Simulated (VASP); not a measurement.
Write the native input for VASP 6.6.1 that does the following.

```
Task                   : single point
Functional             : PBE
Potentials or basis    : VASP PAW PBE potentials, release 64 (Sr_sv, O)
Cutoff                 : 600 eV
k mesh                 : 6 × 6 × 6
Occupations            : methfessel-paxton, width 0.071 eV
Spin                   : no spin polarisation
Dipole correction      : no
Further INCAR settings : ALGO = Normal; EDIFF = 1e-06; NBANDS = 15
```

The structure of SrO lies in POSCAR:

```
SrO
1.0
    0.0000000000      2.5837846888      2.5837846888
    2.5837846888      0.0000000000      2.5837846888
    2.5837846888      2.5837846888      0.0000000000
Sr O
1 1
Direct
    0.5000000000      0.5000000000      0.5000000000
    0.0000000000      0.0000000000      0.0000000000
```

One way to write it, as run:

INCAR

```
SYSTEM = SrO
PREC = Accurate
ENCUT = 600
EDIFF = 1E-6
ISMEAR = 1
SIGMA = 0.071
LREAL = .False.
LASPH = .True.
NELM = 120
ALGO = Normal
ISIF = 2
LWAVE = .False.
LCHARG = .False.
GGA = PE
NBANDS = 15
GGA_COMPAT = .False.
```

KPOINTS

```
regular mesh
0
Gamma
  6 6 6
  0 0 0
```

Potentials or basis: VASP PAW PBE potentials, release 64 (Sr_sv, O).

Run with:

```console
$ cat potpaw_PBE.64/Sr_sv/POTCAR potpaw_PBE.64/O/POTCAR > POTCAR
$ mpirun -np 1 vasp_std > vasp.out
```

It gave:

- Pressure: 1.8 GPa
- Band gap on the k mesh: 3.27 eV, indirect (least direct gap 3.37 eV)

Wall time 30 s on 1 thread of AMD EPYC 7R13, with other jobs on the host, peak memory 0.14 GiB.
